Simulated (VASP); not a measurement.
Write the native input for VASP 6.6.1 that does the following.

```
Task                   : single point
Functional             : LDA
Potentials or basis    : VASP PAW LDA potentials, release 64 (Ge_d)
Cutoff                 : 500 eV
k mesh                 : 14 × 14 × 10
Occupations            : fermi-dirac, width 0.1 eV
Spin                   : no spin polarisation
Dipole correction      : no
Further INCAR settings : ALGO = Normal; EDIFF = 1e-06; NBANDS = 21
```

The structure of Ge lies in POSCAR:

```
Ge
1.0
   -2.4947280990      2.4980987568      1.3719410487
    2.4980987568     -2.4947280990      1.3719410487
    2.5088796597      2.5088796597     -1.3657676826
Ge
2
Direct
    0.9998962798      0.0001037202      1.0000000000
    0.7501037202      0.2498962798      0.5000000000
```

The input as run:

INCAR

```
ALGO     = Normal         # electronic algorithm
EDIFF    = 1E-6           # SCF threshold, eV
ENCUT    = 500            # plane-wave cutoff, eV
GGA      = CA             # functional
GGA_COMPAT= False        
ISIF     = 2              # what is computed and relaxed
ISMEAR   = -1             # smearing method
LASPH    = True           # aspherical terms in the spheres
LCHARG   = False          # write CHGCAR
LREAL    = False          # projectors in reciprocal space
LWAVE    = False          # write WAVECAR
NBANDS   = 21             # bands
NELM     = 120            # most SCF steps
PREC     = Accurate       # precision mode
SIGMA    = 0.1            # smearing width, eV
```

KPOINTS

```
k-points
0
Gamma
  14 14 10
```

Potentials or basis: VASP PAW LDA potentials, release 64 (Ge_d).

Run with:

```console
$ cat potpaw_LDA.64/Ge_d/POTCAR > POTCAR
$ mpirun -np 1 vasp_std > vasp.out
```

Results of the run:

```
Pressure               : 3.7 GPa
Largest force          : 0.007 eV/Å
Band gap on the k mesh : zero (bands 14 and 15 overlap by 5.66 eV)
```

Caveat: the cell stands under pressure.

It took 6.8 min on 1 thread of Oxide Virtual Turin-like Processor (shared host), peak memory 0.33 GiB.
